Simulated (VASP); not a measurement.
# CsSnI3: single point with r2SCAN

CsSnI3:

```xyz
5
Lattice="5.9918 0.0000 0.0000 0.0000 5.9918 0.0000 0.0000 0.0000 5.9918" Properties=species:S:1:pos:R:3 pbc="T T T"
Cs    0.0000    0.0000    0.0000
Sn    2.9959    2.9959    2.9959
I     2.9959    2.9959    0.0000
I     2.9959    0.0000    2.9959
I     0.0000    2.9959    2.9959
```

This cell differs from its parent crystal: strain -4.0%.

```yaml
Program: VASP 6.6.1
Task: single point
Functional: r2SCAN
Potentials_or_basis: VASP PAW PBE potentials, release 64 (Cs_sv, Sn_d, I)
Cutoff: 520 eV
k_mesh: 4 × 4 × 4
Occupations: fermi-dirac, width 0.02 eV
Spin: no spin polarisation
Dipole_correction: no
Further_INCAR_settings: ALGO = Normal; EDIFF = 1e-06; NBANDS = 30
```

- Pressure: 2.7 GPa
- Band gap on the k mesh: zero (filled and empty bands touch)

Levels at points of the mesh, in eV from the Fermi level:
| k point | band 19 | band 20 | band 21 | band 22 | band 23 | band 24 | band 25 | band 26 |
| --- | --- | --- | --- | --- | --- | --- | --- | --- |
| (0.00, 0.00, 0.00) | -3.32 | -3.09 | -3.09 | -3.09 | 2.07 | 2.57 | 2.57 | 2.96 |
| (0.50, 0.00, 0.00) | -3.54 | -3.27 | -3.27 | -2.02 | 0.82 | 3.72 | 3.78 | 3.85 |
| (0.50, 0.50, 0.00) | -3.70 | -3.45 | -2.59 | -0.94 | 0.50 | 0.50 | 4.04 | 4.19 |
| (0.50, 0.50, 0.50) | -2.57 | -2.57 | -2.57 | 0.01 | 0.01 | 0.01 | 0.15 | 2.74 |

Wall time 8 min on 1 thread of Intel(R) Xeon(R) Platinum 8259CL CPU @ 2.50GHz (Skylake/Cascade Lake) (shared host), peak memory 0.38 GiB.

Caveat: the cell differs from its parent crystal (strain -4.0%); the PAW data sets were made with another functional, which shifts forces and pressure a little; spin-orbit coupling is left out, which moves the levels of the heavy elements.
